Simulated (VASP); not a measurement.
Wanted: the native input for a VASP 6.6.1 run.

* Task: relaxation of cell and atoms
* Functional: PBE
* Potentials or basis: VASP PAW PBE potentials, release 64 (Ga_d, As)
* Cutoff: 600 eV
* k mesh: 10 × 10 × 10
* Occupations: gaussian, width 0.01 eV
* Spin: no spin polarisation
* Dipole correction: no
* Further INCAR settings: ALGO = Normal; EDIFF = 1e-06; IBRION = 2; EDIFFG = -0.01; NSW = 100; ISIF = 3

The structure of GaAs lies in POSCAR:

```
GaAs
1.0
    0.0000000000      2.8724896906      2.8724896906
    2.8724896906      0.0000000000      2.8724896906
    2.8724896906      2.8724896906      0.0000000000
Ga As
1 1
Direct
    0.7500000000      0.7500000000      0.7500000000
    0.5000000000      0.5000000000      0.5000000000
```

One way to write it, as run:

INCAR

```
SYSTEM = GaAs
ALGO = Normal
EDIFF = 1E-6
EDIFFG = -0.01
ENCUT = 600
GGA = PE
IBRION = 2
ISIF = 3
ISMEAR = 0
LASPH = .TRUE.
LCHARG = .FALSE.
LREAL = .FALSE.
LWAVE = .FALSE.
NELM = 100
NSW = 100
PREC = Accurate
SIGMA = 0.01
```

KPOINTS

```
k-points
0
G
  10 10 10
  0 0 0
```

Potentials or basis: VASP PAW PBE potentials, release 64 (Ga_d, As).

The run is started by

```sh
$ cat potpaw_PBE.64/Ga_d/POTCAR potpaw_PBE.64/As/POTCAR > POTCAR
$ mpirun -np 1 vasp_std > vasp.out
```

Results of the run:

- Relaxed volume: 23.77 Å³/atom
- Relaxed cell: a = 4.066 Å, b = 4.066 Å, c = 4.066 Å, α = 60.00°, β = 60.00°, γ = 60.00°
- Space group after relaxing (to 0.05 Å): F-43m (No. 216)
- Energy gained by relaxing: 0.0 meV/atom
- Ionic steps: 2
- Pressure after relaxing: 0.0 GPa
- Band gap on the k mesh: 0.14 eV, direct

It took 19 s on 1 thread of Intel(R) Xeon(R) 6975P-C (Granite Rapids), with other jobs on the host, peak memory 0.2 GiB.
